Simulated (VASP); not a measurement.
# BeS (P4_2/ncm) in VASP: notebook

Runs on BeS. Level: PBE. Tasks: single point, relaxation of cell and atoms.

Program: VASP 6.6.1. These are calculated values, not measurements. Logs are shortened: lines on timing, memory, paths and dates and some standing lists are left out, and cuts for length are marked.

**1. The cell of the first run**

Symmetry: P4_2/ncm, No. 138, tetragonal system. Conventional cell: a = 6.896 Å, b = 6.896 Å, c = 5.720 Å, α = 90.00°, β = 90.00°, γ = 90.00°. Be (site symmetry m) has 4 S at 2.10 to 2.13 Å and 2 Be at 2.62 to 2.86 Å within 2.9 Å. S (site symmetry m) has 4 Be at 2.10 to 2.13 Å within 2.8 Å.

The cell was built from a structure type or drawn by symmetry, and may not be a known phase.

**2. Single point, PBE**

Contents of INCAR:

```
ALGO = Normal ; EDIFF = 1E-6
ENCUT = 520 ; GGA = PE
ISIF = 2 ; ISMEAR = 0
LASPH = T ; LCHARG = F
LREAL = Auto ; LWAVE = F
NBANDS = 46 ; NELM = 100
PREC = Accurate ; SIGMA = 0.1
```

Contents of KPOINTS:

```
k-points
0
Gamma
  4 4 4
```

Contents of POSCAR:

```
BeS
1.0
    6.8958514989      0.0000000000      0.0000000000
    0.0000000000      6.8958514989      0.0000000000
    0.0000000000      0.0000000000      5.7197511596
Be S
8 8
Direct
    0.6344275149      0.8655724851      0.9035307231
    0.6344275149      0.1344275149      0.4035307231
    0.3655724851      0.8655724851      0.4035307231
    0.3655724851      0.1344275149      0.9035307231
    0.1344275149      0.3655724851      0.5964692769
    0.8655724851      0.6344275149      0.5964692769
    0.1344275149      0.6344275149      0.0964692769
    0.8655724851      0.3655724851      0.0964692769
    0.6534284600      0.8465715400      0.5341646240
    0.3465715400      0.1534284600      0.5341646240
    0.6534284600      0.1534284600      0.0341646240
    0.3465715400      0.8465715400      0.0341646240
    0.1534284600      0.3465715400      0.9658353760
    0.1534284600      0.6534284600      0.4658353760
    0.8465715400      0.3465715400      0.4658353760
    0.8465715400      0.6534284600      0.9658353760
```

Potentials or basis: VASP PAW PBE potentials, release 64 (Be, S).

The run is started by

```bash
$ cat potpaw_PBE.64/Be/POTCAR potpaw_PBE.64/S/POTCAR > POTCAR
$ mpirun -np 1 vasp_std > vasp.out
```

OUTCAR:

```text
EDIFF = 1E-6
   ENCUT = 520
   GGA = PE
   ISIF = 2
   ISMEAR = 0
   LASPH = T
   LREAL = Auto
   NELM = 100
   PREC = Accurate

 ion  position               nearest neighbor table
   1  0.634  0.866  0.904-  16 2.10   9 2.12  12 2.13  11 2.13
   2  0.634  0.134  0.404-  15 2.10  11 2.12   9 2.13  10 2.13
   3  0.366  0.866  0.404-  14 2.10  12 2.12   9 2.13  10 2.13
   4  0.366  0.134  0.904-  13 2.10  10 2.12  12 2.13  11 2.13
   5  0.134  0.366  0.596-  10 2.10  13 2.12  14 2.13  15 2.13
   6  0.866  0.634  0.596-   9 2.10  16 2.12  15 2.13  14 2.13
[... 8 lines left out ...]
  15  0.847  0.347  0.466-   2 2.10   8 2.12   6 2.13   5 2.13
  16  0.847  0.653  0.966-   1 2.10   6 2.12   7 2.13   8 2.13

  LATTYP: Found a simple tetragonal cell.
 ALAT       =     6.8958514989
 C/A-ratio  =     0.8294481342

  Lattice vectors:

 A1 = (   6.8958514989,   0.0000000000,   0.0000000000)
 A2 = (   0.0000000000,   6.8958514989,   0.0000000000)
 A3 = (   0.0000000000,   0.0000000000,   5.7197511596)

Analysis of symmetry for initial positions (statically):
=====================================================================
 Subroutine PRICEL returns:
 Original cell was already a primitive cell.

 Routine SETGRP: Setting up the symmetry group for a
 simple tetragonal supercell.

 Subroutine GETGRP returns: Found 16 space group operations
 (whereof  4 operations were pure point group operations)
 out of a pool of 16 trial point group operations.

The static configuration has the point symmetry S_4 .
 The point group associated with its full space group is D_4h.

Analysis of symmetry for dynamics (positions and initial velocities):
=====================================================================
 Subroutine PRICEL returns:
 Original cell was already a primitive cell.

 Routine SETGRP: Setting up the symmetry group for a
 simple tetragonal supercell.

 Subroutine GETGRP returns: Found 16 space group operations
 (whereof  4 operations were pure point group operations)
 out of a pool of 16 trial point group operations.

The dynamic configuration has the point symmetry S_4 .
 The point group associated with its full space group is D_4h.

 Subroutine INISYM returns: Found 16 space group operations
 (whereof  4 operations are pure point group operations),
 and found     1 'primitive' translations

----------------------------------------------------------------------------------------

                                     Primitive cell

  volume of cell :     271.9900

  direct lattice vectors                    reciprocal lattice vectors
     6.895851499  0.000000000  0.000000000     0.145014724  0.000000000  0.000000000
     0.000000000  6.895851499  0.000000000     0.000000000  0.145014724  0.000000000
     0.000000000  0.000000000  5.719751160     0.000000000  0.000000000  0.174832781

  length of vectors
     6.895851499  6.895851499  5.719751160     0.145014724  0.145014724  0.174832781

  position of ions in fractional coordinates (direct lattice)
     0.634427515  0.865572485  0.903530723
     0.634427515  0.134427515  0.403530723
     0.365572485  0.865572485  0.403530723
     0.365572485  0.134427515  0.903530723
     0.134427515  0.365572485  0.596469277
     0.865572485  0.634427515  0.596469277
[... 8 lines left out ...]
     0.846571540  0.346571540  0.465835376
     0.846571540  0.653428460  0.965835376

  ion indices of the primitive-cell ions
   primitive index   ion index
                 1           1
                 2           2
                 3           3
                 4           4
                 5           5
                 6           6
[... 8 lines left out ...]
                15          15
                16          16

----------------------------------------------------------------------------------------

 KPOINTS: k-points

Automatic generation of k-mesh.
 Grid dimensions read from file:
 generate k-points for:    4    4    4

 Generating k-lattice:

  Cartesian coordinates                     Fractional coordinates (reciprocal lattice)
     0.036253681  0.000000000  0.000000000     0.250000000  0.000000000  0.000000000
     0.000000000  0.036253681  0.000000000     0.000000000  0.250000000  0.000000000
     0.000000000  0.000000000  0.043708195     0.000000000  0.000000000  0.250000000

  Length of vectors
     0.036253681  0.036253681  0.043708195

  Shift w.r.t. Gamma in fractional coordinates (k-lattice)
     0.000000000  0.000000000  0.000000000

 Subroutine IBZKPT returns following result:
 ===========================================

 Found     18 irreducible k-points:

 Following reciprocal coordinates:
            Coordinates               Weight
  0.000000  0.000000  0.000000      1.000000
  0.250000  0.000000  0.000000      4.000000
  0.500000  0.000000  0.000000      2.000000
  0.250000  0.250000  0.000000      4.000000
  0.500000  0.250000  0.000000      4.000000
  0.500000  0.500000  0.000000      1.000000
[... 10 lines left out ...]
  0.500000  0.250000  0.500000      4.000000
  0.500000  0.500000  0.500000      1.000000
   k-points           NKPTS =     18   k-points in BZ     NKDIM =     18   number of bands    NBANDS=     46
   number of dos      NEDOS =    301   number of ions     NIONS =     16
   total plane-waves  NPLWV = 139968
   dimension x,y,z NGX =    54 NGY =   54 NGZ =   48
   dimension x,y,z NGXF=   108 NGYF=  108 NGZF=   96
   ions per type =               8   8
   NGX,Y,Z   is equivalent  to a cutoff of  13.02, 13.02, 13.95 a.u.
   NGXF,Y,Z  is equivalent  to a cutoff of  26.04, 26.04, 27.90 a.u.
 SYSTEM =  unknown system
   PREC   = accura    normal or accurate (medium, high low for compatibility)
   ISTART =      0    job   : 0-new  1-cont  2-samecut
   ICHARG =      2    charge: 1-file 2-atom 10-const
   ISPIN  =      1    spin polarized calculation?
   LNONCOLLINEAR =      F non collinear calculations
   LSORBIT =      F    spin-orbit coupling
   LASPH  =      T    aspherical Exc in radial PAW
   ENCUT  =  520.0 eV  38.22 Ry    6.18 a.u.  12.82 12.82 10.63*2*pi/ulx,y,z
   NELM   =    100;   NELMIN=  2; NELMDL= -5     # of ELM steps
   EDIFF  = 0.1E-05   stopping-criterion for ELM
   LREAL  =      T    real-space projection
   EDIFFG = 0.1E-04   stopping-criterion for IOM
   NSW    =      0    number of steps for IOM
   IBRION =     -1    ionic relax: 0-MD 1-quasi-New 2-CG
   NFREE  =      0    steps in history (QN), initial steepest desc. (CG)
   ISIF   =      2    stress and relaxation
   ISYM   =      2    0-nonsym 1-usesym 2-fastsym
   POTIM  = 0.5000    time-step for ionic-motion
   TEBEG  =    0.0;   TEEND  =   0.0 temperature during run
   PSTRESS=    0.0 pullay stress
   NELECT =      64.0000    total number of electrons
   NUPDOWN=      -1.0000    fix difference up-down
   EMIN   =  10.00;   EMAX   =-10.00  energy-range for DOS
   EFERMI =   0.00;   METHOD = LEGACY
   ISMEAR =     0;   SIGMA  =   0.10  broadening in eV -4-tet -1-fermi 0-gaus
   EFERMI_NEDOS =   21; number of points for ismear=-14 and -15
   IALGO  =     38    algorithm
   IMIX   =      4    mixing-type and parameters
     AMIX     =   0.40;   BMIX     =  1.00
     AMIX_MAG =   1.60;   BMIX_MAG =  1.00
  volume/ion in A,a.u.               =      17.00       114.72
  Fermi-wavevector in a.u.,A,eV,Ry     =   1.010688  1.909924 13.898223  1.021491
  Thomas-Fermi vector in A             =   2.143692
   LORBIT       =      0    0 simple, 1 ext, 2 COOP (PROOUT), +10 PAW based schemes
   GGA     = PE    functional components
   LHFCALC =     F    Hartree Fock is set to
   AEXX    =    0.0000 exact exchange contribution
   IVDW    =     0    specifies the selected vdW correction
   LEPSILON=     F    determine dielectric tensor
   LRPA    =     F    only Hartree local field effects (RPA)
 non-spin polarized calculation
 Gauss-broadening in eV      SIGMA  =   0.10
  energy-cutoff  :      520.00
  volume of cell :      271.99
 maximum number of plane-waves:      7368
 NGX is ok and might be reduce to    54
   NGX = 25   NGY = 25   NGZ = 21

 number of electron      64.0000010 magnetization

 Free energy of the ion-electron system (eV)
  ---------------------------------------------------
  ext. energy  EPLUGINS =         0.00000000
  ---------------------------------------------------
  free energy    TOTEN  =       -77.05452951 eV

  energy without entropy =      -77.05452951  energy(sigma->0) =      -77.05452951

 E-fermi :   2.8770     XC(G=0):  -8.7002

 val. band max:        2.4052497865   @ k =   0.0000   0.0000   0.0000
 cond. band min:       5.9955029395   @ k =   0.0000   0.0000   0.0000
 fundamental gap:      3.5902531530
 Fermi energy:         2.8769827301

 k-point     1 :       0.0000    0.0000    0.0000
  band No.  band energies     occupation
      1     -10.9727      2.00000
      2      -9.9645      2.00000
      3      -9.6082      2.00000
      4      -9.5588      2.00000
      5      -9.5588      2.00000
      6      -9.4074      2.00000
[... 36 lines left out ...]
     43       9.0554      0.00000
     44       9.9088      0.00000

 k-point     2 :       0.2500    0.0000    0.0000
  band No.  band energies     occupation
      1     -10.8838      2.00000
      2     -10.2618      2.00000
      3      -9.6197      2.00000
      4      -9.6135      2.00000
      5      -9.2680      2.00000
      6      -9.2531      2.00000
[... 36 lines left out ...]
     43       9.0649      0.00000
     44       9.2618      0.00000

 k-point     3 :       0.5000    0.0000    0.0000
  band No.  band energies     occupation
      1     -10.6311      2.00000
      2     -10.6311      2.00000
      3      -9.6352      2.00000
      4      -9.6352      2.00000
      5      -8.9766      2.00000
      6      -8.9766      2.00000
[... 694 lines left out ...]
     43       8.6008      0.00000
     44       8.6008      0.00000

 k-point    18 :       0.5000    0.5000    0.5000
  band No.  band energies     occupation
      1     -10.2668      2.00000
      2     -10.2668      2.00000
      3      -9.8239      2.00000
      4      -9.8239      2.00000
      5      -9.4568      2.00000
      6      -9.4568      2.00000
[... 36 lines left out ...]
     43       8.3621      0.00000
     44       8.3621      0.00000
 [bands above 44 left out]

------------------------ aborting loop because EDIFF is reached ----------------------------------------

  FORCE on cell =-STRESS in cart. coord.  units (eV):
  Direction    XX          YY          ZZ          XY          YZ          ZX
  --------------------------------------------------------------------------------------
  -------------------------------------------------------------------------------------
  Total        0.1311767      0.1311767      0.0874636      0.0000000      0.0000000      0.0000000
  in kB        0.7727062      0.7727062      0.5152111      0.0000000      0.0000000      0.0000000
  external PRESSURE =       0.6868745 kB  Pullay stress =       0.0000000 kB

 VOLUME and BASIS-vectors are now :
 -----------------------------------------------------------------------------
  energy-cutoff  :      520.00
  volume of cell :      271.99
      direct lattice vectors                 reciprocal lattice vectors
     6.895851499  0.000000000  0.000000000     0.145014724  0.000000000  0.000000000
     0.000000000  6.895851499  0.000000000     0.000000000  0.145014724  0.000000000
     0.000000000  0.000000000  5.719751160     0.000000000  0.000000000  0.174832781

 POSITION                                       TOTAL-FORCE (eV/Angst)
 -----------------------------------------------------------------------------------
      4.37492      5.96886      5.16797        -0.001282      0.001282     -0.001550
      4.37492      0.92699      2.30810        -0.001282     -0.001282     -0.001550
      2.52093      5.96886      2.30810         0.001282      0.001282     -0.001550
      2.52093      0.92699      5.16797         0.001282     -0.001282     -0.001550
      0.92699      2.52093      3.41166        -0.001282      0.001282      0.001550
      5.96886      4.37492      3.41166         0.001282     -0.001282      0.001550
[... 8 lines left out ...]
      5.83783      2.38991      2.66446        -0.003887     -0.003887      0.006232
      5.83783      4.50595      5.52434        -0.003887      0.003887      0.006232
 -----------------------------------------------------------------------------------
    total drift:                                0.000000      0.000000      0.000000

  FREE ENERGIE OF THE ION-ELECTRON SYSTEM (eV)
  ---------------------------------------------------
  free  energy   TOTEN  =       -77.0545295063 eV

  energy  without entropy=      -77.0545295063  energy(sigma->0) =      -77.05452951
```

Run time: 3.4 min. Hardware: 1 thread of Intel Xeon 6975P-C (Granite Rapids), shared host; peak memory 0.43 GiB.

Results:

```yaml
Free_energy: -77.0545 eV
Pressure: 0.1 GPa
Largest_force: 0.008 eV/Å
Band_gap_on_the_k_mesh: 3.59 eV
```

Forces on the atoms (eV/Å):
```
Be  -0.001  0.001 -0.002
Be  -0.001 -0.001 -0.002
Be   0.001  0.001 -0.002
Be   0.001 -0.001 -0.002
Be  -0.001  0.001  0.002
Be   0.001 -0.001  0.002
Be  -0.001 -0.001  0.002
Be   0.001  0.001  0.002
S    0.004 -0.004 -0.006
S   -0.004  0.004 -0.006
S    0.004  0.004 -0.006
S   -0.004 -0.004 -0.006
S    0.004 -0.004  0.006
S    0.004  0.004  0.006
S   -0.004 -0.004  0.006
S   -0.004  0.004  0.006
```

Levels at points of the mesh, in eV from the valence-band top:
```
           k point  band 30  band 31  band 32  band 33  band 34  band 35
(0.00, 0.00, 0.00)    -0.30    -0.18     0.00     3.59     3.94     4.61
(0.50, 0.00, 0.00)    -0.87    -0.33    -0.33     4.27     4.27     5.23
(0.50, 0.50, 0.00)    -0.87    -0.47    -0.47     4.33     4.33     4.58
(0.00, 0.00, 0.50)    -0.74    -0.47    -0.47     4.31     4.31     4.87
(0.50, 0.00, 0.50)    -0.91    -0.91    -0.91     4.84     4.84     4.84
(0.50, 0.50, 0.50)    -0.87    -0.58    -0.58     4.74     4.74     4.77
```

[end of part 1 of 2]
